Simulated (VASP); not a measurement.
# Bi2Te3 (R-3m) in VASP: notebook

Bi2Te3 is run at these levels: RPBE+D3(BJ), RPBE+D4, BLYP, PBE; tasks: single point.

Program: VASP 6.6.1. These are calculated values, not measurements. Logs are shortened: lines on timing, memory, paths and dates and some standing lists are left out, and cuts for length are marked.

**What was measured.**

From “Vacancy and Antisite-Induced Ferromagnetism in Liquid-Phase Exfoliated Bi2Te3”, 2024, arxiv:2412.10539, for a bulk crystal of Bi2Te3: band gap 0.17 eV.

The results are compared with them further down.

### Step 1. The cell of the first run

Symmetry: R-3m, No. 166, trigonal system. The conventional cell has a = 3.159 Å, b = 3.159 Å, c = 37.304 Å, α = 90.00°, β = 90.00°, γ = 120.00°. Within 4.0 Å of Bi (site symmetry 3m) lie 6 Te at 3.07 to 3.13 Å and 6 Bi at 3.16 Å. Te (site symmetry 3m) has 9 Te at 3.01 to 3.16 Å and 3 Bi at 3.07 Å within 4.0 Å. Within 4.1 Å of Te (site symmetry -3m) lie 6 Bi at 3.13 Å and 6 Te at 3.16 Å.

### Step 2. Single point, RPBE+D3(BJ)

The input, INCAR:

```
  PREC = Accurate
  ENCUT = 500
  EDIFF = 1E-6
  ISMEAR = -1
  SIGMA = 0.05
  LREAL = False
  LASPH = True
  NELM = 120
  ALGO = Normal
  ISIF = 2
  LWAVE = False
  LCHARG = True
  GGA = RP
  IVDW = 12
  LELF = True
  LVHAR = True
  NBANDS = 32
  GGA_COMPAT = False
```

The input, KPOINTS:

```
Automatic mesh
0
Gamma
  7 7 7
```

The input, POSCAR:

```
Bi2Te3
1.0
    1.5793837592      0.9118576385     12.4347634174
   -1.5793837592      0.9118576385     12.4347634174
    0.0000000000     -1.8237152770     12.4347634174
Bi Te
2 3
Direct
    0.5983521855      0.5983521855      0.5983521855
    0.4016478145      0.4016478145      0.4016478145
    0.8012818082      0.8012818082      0.8012818082
    0.1987181918      0.1987181918      0.1987181918
    0.0000000000      0.0000000000      0.0000000000
```

Potentials or basis: VASP PAW PBE potentials, release 64 (Bi_d, Te).

Started as:

```
$ cat potpaw_PBE.64/Bi_d/POTCAR potpaw_PBE.64/Te/POTCAR > POTCAR
$ mpirun -np 1 vasp_std > vasp.out
```

OUTCAR:

```text
PREC = Accurate
   ENCUT = 500
   EDIFF = 1E-6
   ISMEAR = -1
   LREAL = False
   LASPH = True
   NELM = 120
   ISIF = 2
   GGA = RP
   IVDW = 12
 IVDW          = 12

 ion  position               nearest neighbor table
   1  0.598  0.598  0.598-   4 3.07   4 3.07   4 3.07   5 3.13   5 3.13   5 3.13
   2  0.402  0.402  0.402-   3 3.07   3 3.07   3 3.07   5 3.13   5 3.13   5 3.13
   3  0.801  0.801  0.801-   4 3.01   4 3.01   4 3.01   2 3.07   2 3.07   2 3.07
   4  0.199  0.199  0.199-   3 3.01   3 3.01   3 3.01   1 3.07   1 3.07   1 3.07
   5  0.000  0.000  0.000-   1 3.13   2 3.13   1 3.13   1 3.13   2 3.13   2 3.13

  LATTYP: Found a trigonal (rhomboedric) cell.
 ALAT       =    12.5677873414
 COS(alpha) =     0.9684145052

  Lattice vectors:

 A1 = (   1.5793837592,   0.9118576385,  12.4347634174)
 A2 = (  -1.5793837592,   0.9118576385,  12.4347634174)
 A3 = (   0.0000000000,  -1.8237152770,  12.4347634174)

Analysis of symmetry for initial positions (statically):
=====================================================================
 Subroutine PRICEL returns:
 Original cell was already a primitive cell.

 Routine SETGRP: Setting up the symmetry group for a
 trigonal (rhombohedral) supercell.

 Subroutine GETGRP returns: Found 12 space group operations
 (whereof 12 operations were pure point group operations)
 out of a pool of 12 trial point group operations.

The static configuration has the point symmetry D_3d.

Analysis of symmetry for dynamics (positions and initial velocities):
=====================================================================
 Subroutine PRICEL returns:
 Original cell was already a primitive cell.

 Routine SETGRP: Setting up the symmetry group for a
 trigonal (rhombohedral) supercell.

 Subroutine GETGRP returns: Found 12 space group operations
 (whereof 12 operations were pure point group operations)
 out of a pool of 12 trial point group operations.

The dynamic configuration has the point symmetry D_3d.

 Subroutine INISYM returns: Found 12 space group operations
 (whereof 12 operations are pure point group operations),
 and found     1 'primitive' translations

----------------------------------------------------------------------------------------

                                     Primitive cell

  volume of cell :     107.4493

  direct lattice vectors                    reciprocal lattice vectors
     1.579383759  0.911857639 12.434763417     0.316579170  0.182777069  0.026806568
    -1.579383759  0.911857639 12.434763417    -0.316579170  0.182777069  0.026806568
     0.000000000 -1.823715277 12.434763417     0.000000000 -0.365554138  0.026806568

  length of vectors
    12.567787341 12.567787341 12.567787341     0.366535701  0.366535701  0.366535701

  position of ions in fractional coordinates (direct lattice)
     0.598352185  0.598352185  0.598352185
     0.401647815  0.401647815  0.401647815
     0.801281808  0.801281808  0.801281808
     0.198718192  0.198718192  0.198718192
     0.000000000  0.000000000  0.000000000

  ion indices of the primitive-cell ions
   primitive index   ion index
                 1           1
                 2           2
                 3           3
                 4           4
                 5           5

----------------------------------------------------------------------------------------

 KPOINTS: Automatic mesh

Automatic generation of k-mesh.
 Grid dimensions read from file:
 generate k-points for:    7    7    7

 Generating k-lattice:

  Cartesian coordinates                     Fractional coordinates (reciprocal lattice)
     0.045225596  0.026111010  0.003829510     0.142857143  0.000000000  0.000000000
    -0.045225596  0.026111010  0.003829510     0.000000000  0.142857143  0.000000000
     0.000000000 -0.052222020  0.003829510     0.000000000  0.000000000  0.142857143

  Length of vectors
     0.052362243  0.052362243  0.052362243

  Shift w.r.t. Gamma in fractional coordinates (k-lattice)
     0.000000000  0.000000000  0.000000000

 Subroutine IBZKPT returns following result:
 ===========================================

 Found     44 irreducible k-points:

 Following reciprocal coordinates:
            Coordinates               Weight
  0.000000  0.000000  0.000000      1.000000
  0.142857 -0.000000  0.000000      6.000000
  0.285714  0.000000 -0.000000      6.000000
  0.428571  0.000000 -0.000000      6.000000
  0.142857  0.142857  0.000000      6.000000
  0.285714  0.142857  0.000000     12.000000
[... 16 lines left out ...]
  0.285714  0.285714  0.142857      6.000000
  0.428571  0.285714  0.142857     12.000000
 [... further k-points ...]
   k-points           NKPTS =     44   k-points in BZ     NKDIM =     44   number of bands    NBANDS=     32
   number of dos      NEDOS =    301   number of ions     NIONS =      5
   total plane-waves  NPLWV = 884736
   dimension x,y,z NGX =    96 NGY =   96 NGZ =   96
   dimension x,y,z NGXF=   192 NGYF=  192 NGZF=  192
   ions per type =               2   3
   NGX,Y,Z   is equivalent  to a cutoff of  12.70, 12.70, 12.70 a.u.
   NGXF,Y,Z  is equivalent  to a cutoff of  25.40, 25.40, 25.40 a.u.
 SYSTEM =  unknown system
   PREC   = accura    normal or accurate (medium, high low for compatibility)
   ISTART =      0    job   : 0-new  1-cont  2-samecut
   ICHARG =      2    charge: 1-file 2-atom 10-const
   ISPIN  =      1    spin polarized calculation?
   LNONCOLLINEAR =      F non collinear calculations
   LSORBIT =      F    spin-orbit coupling
   LASPH  =      T    aspherical Exc in radial PAW
   ENCUT  =  500.0 eV  36.75 Ry    6.06 a.u.  22.91 22.91 22.91*2*pi/ulx,y,z
   NELM   =    120;   NELMIN=  2; NELMDL= -5     # of ELM steps
   EDIFF  = 0.1E-05   stopping-criterion for ELM
   LREAL  =      F    real-space projection
   EDIFFG = 0.1E-04   stopping-criterion for IOM
   NSW    =      0    number of steps for IOM
   IBRION =     -1    ionic relax: 0-MD 1-quasi-New 2-CG
   NFREE  =      0    steps in history (QN), initial steepest desc. (CG)
   ISIF   =      2    stress and relaxation
   ISYM   =      2    0-nonsym 1-usesym 2-fastsym
   POTIM  = 0.5000    time-step for ionic-motion
   TEBEG  =    0.0;   TEEND  =   0.0 temperature during run
   PSTRESS=    0.0 pullay stress
   NELECT =      48.0000    total number of electrons
   NUPDOWN=      -1.0000    fix difference up-down
   EMIN   =  10.00;   EMAX   =-10.00  energy-range for DOS
   EFERMI =   0.00;   METHOD = LEGACY
   ISMEAR =    -1;   SIGMA  =   0.05  broadening in eV -4-tet -1-fermi 0-gaus
   EFERMI_NEDOS =   21; number of points for ismear=-14 and -15
   IALGO  =     38    algorithm
   IMIX   =      4    mixing-type and parameters
     AMIX     =   0.40;   BMIX     =  1.00
     AMIX_MAG =   1.60;   BMIX_MAG =  1.00
  volume/ion in A,a.u.               =      21.49       145.02
  Fermi-wavevector in a.u.,A,eV,Ry     =   1.251471  2.364937 21.309164  1.566179
  Thomas-Fermi vector in A             =   2.385417
   LORBIT       =      0    0 simple, 1 ext, 2 COOP (PROOUT), +10 PAW based schemes
   GGA     = RP    functional components
   LHFCALC =     F    Hartree Fock is set to
   AEXX    =    0.0000 exact exchange contribution
   IVDW    =    12    specifies the selected vdW correction
   LEPSILON=     F    determine dielectric tensor
   LRPA    =     F    only Hartree local field effects (RPA)
 non-spin polarized calculation
  energy-cutoff  :      500.00
  volume of cell :      107.45
 maximum number of plane-waves:      2745
 NGX is ok and might be reduce to    96
   NGX = 45   NGY = 45   NGZ = 45

 number of electron      48.0000005 magnetization

 Free energy of the ion-electron system (eV)
  ---------------------------------------------------
  ext. energy  EPLUGINS =         0.00000000
  ---------------------------------------------------
  free energy    TOTEN  =        -9.90144629 eV

  energy without entropy =       -9.88308115  energy(sigma->0) =       -9.89226372

 E-fermi :  12.8124     XC(G=0): -11.6595

 val. band max:       12.8025069149   @ k =  -0.1429   0.4286   0.1429
 cond. band min:      12.8248521392   @ k =   0.2857   0.1429   0.0000
 fundamental gap:      0.0223452243
 Fermi energy:        12.8123920539

 k-point     1 :       0.0000    0.0000    0.0000
  band No.  band energies     occupation
      1     -10.8623      2.00000
      2     -10.8578      2.00000
      3     -10.7723      2.00000
      4     -10.7723      2.00000
      5     -10.7721      2.00000
      6     -10.7721      2.00000
[... 24 lines left out ...]
     31      20.0901      0.00000
     32      20.1742      0.00000

 k-point     2 :       0.1429   -0.0000    0.0000
  band No.  band energies     occupation
      1     -10.8359      2.00000
      2     -10.8331      2.00000
      3     -10.7672      2.00000
      4     -10.7659      2.00000
      5     -10.7039      2.00000
      6     -10.7037      2.00000
[... 24 lines left out ...]
     31      18.9761      0.00000
     32      19.7679      0.00000

 k-point     3 :       0.2857    0.0000   -0.0000
  band No.  band energies     occupation
      1     -10.8772      2.00000
      2     -10.8767      2.00000
      3     -10.7045      2.00000
      4     -10.7020      2.00000
      5     -10.6587      2.00000
      6     -10.6556      2.00000
[... 24 lines left out ...]
     31      17.8508      0.00000
     32      17.9022      0.00000

 k-point     4 :       0.4286    0.0000   -0.0000
  band No.  band energies     occupation
      1     -10.9239      2.00000
      2     -10.9237      2.00000
      3     -10.7742      2.00000
      4     -10.7718      2.00000
      5     -10.6150      2.00000
      6     -10.6139      2.00000
[... 654 lines left out ...]
     31      17.7273      0.00000
     32      17.8955      0.00000

 k-point    23 :       0.2857    0.2857    0.1429
  band No.  band energies     occupation
      1     -10.8358      2.00000
      2     -10.8332      2.00000
      3     -10.7672      2.00000
      4     -10.7660      2.00000
      5     -10.7039      2.00000
      6     -10.7037      2.00000
[... 24 lines left out ...]
     31      18.9768      0.00000
     32      19.5155      0.00000

 k-point    24 :       0.4286    0.2857    0.1429
  band No.  band energies     occupation
      1     -10.7926      2.00000
      2     -10.7923      2.00000
      3     -10.7740      2.00000
      4     -10.7713      2.00000
      5     -10.6717      2.00000
      6     -10.6703      2.00000
[... 24 lines left out ...]
     31      19.8704      0.00000
     32      20.1937      0.00000

 [... further k-points ...]

------------------------ aborting loop because EDIFF is reached ----------------------------------------

 Edisp (eV)  -19.47760

 E6    (eV) :    -6.0674

 E8    (eV) :   -13.4102

  FORCE on cell =-STRESS in cart. coord.  units (eV):
  Direction    XX          YY          ZZ          XY          YZ          ZX
  --------------------------------------------------------------------------------------
  -------------------------------------------------------------------------------------
  Total      -0.08439    -0.08439    -0.04947     0.00000    -0.00000     0.00000
  in kB      -1.25834    -1.25834    -0.73770     0.00000    -0.00000     0.00000
  external pressure =       -1.08 kB  Pullay stress =        0.00 kB

 VOLUME and BASIS-vectors are now :
 -----------------------------------------------------------------------------
  energy-cutoff  :      500.00
  volume of cell :      107.45
      direct lattice vectors                 reciprocal lattice vectors
     1.579383759  0.911857639 12.434763417     0.316579170  0.182777069  0.026806568
    -1.579383759  0.911857639 12.434763417    -0.316579170  0.182777069  0.026806568
     0.000000000 -1.823715277 12.434763417     0.000000000 -0.365554138  0.026806568

 POSITION                                       TOTAL-FORCE (eV/Angst)
 -----------------------------------------------------------------------------------
      0.00000      0.00000     22.32110         0.000000      0.000000      0.002847
      0.00000      0.00000     14.98319         0.000000      0.000000     -0.002847
      0.00000      0.00000     29.89125         0.000000     -0.000000      0.009523
      0.00000      0.00000      7.41304         0.000000      0.000000     -0.009523
      0.00000      0.00000      0.00000         0.000000      0.000000      0.000000
 -----------------------------------------------------------------------------------
    total drift:                               -0.000000     -0.000000      0.000000

  FREE ENERGIE OF THE ION-ELECTRON SYSTEM (eV)
  ---------------------------------------------------
  free  energy   TOTEN  =       -29.3790505927 eV

  energy  without entropy=      -29.3606854501  energy(sigma->0) =      -29.36986802
```

Wall time 33 min (1 thread of Intel Xeon Platinum 8488C (Sapphire Rapids), shared host); peak memory 1.5 GiB.

Results:

```
Free energy                : -29.3791 eV
Pressure                   : -0.1 GPa
Largest force              : 0.010 eV/Å
Band gap on the k mesh     : zero (bands 24 and 25 overlap by 5.96 eV)
Dispersion energy per atom : -3.896 eV
```

Forces on the atoms (eV/Å):
```
Bi   0.000  0.000  0.003
Bi   0.000  0.000 -0.003
Te   0.000  0.000  0.010
Te   0.000  0.000 -0.010
Te   0.000  0.000  0.000
```

Caveat: the dispersion term is far too large for a dense solid, which distorts pressure and volume; the PAW data sets were made with another functional, which shifts forces and pressure a little; spin-orbit coupling is left out, which moves the levels of the heavy elements.

[end of part 1 of 2]

The gap in the log of VASP goes by the Fermi energy; the results here count the filled bands.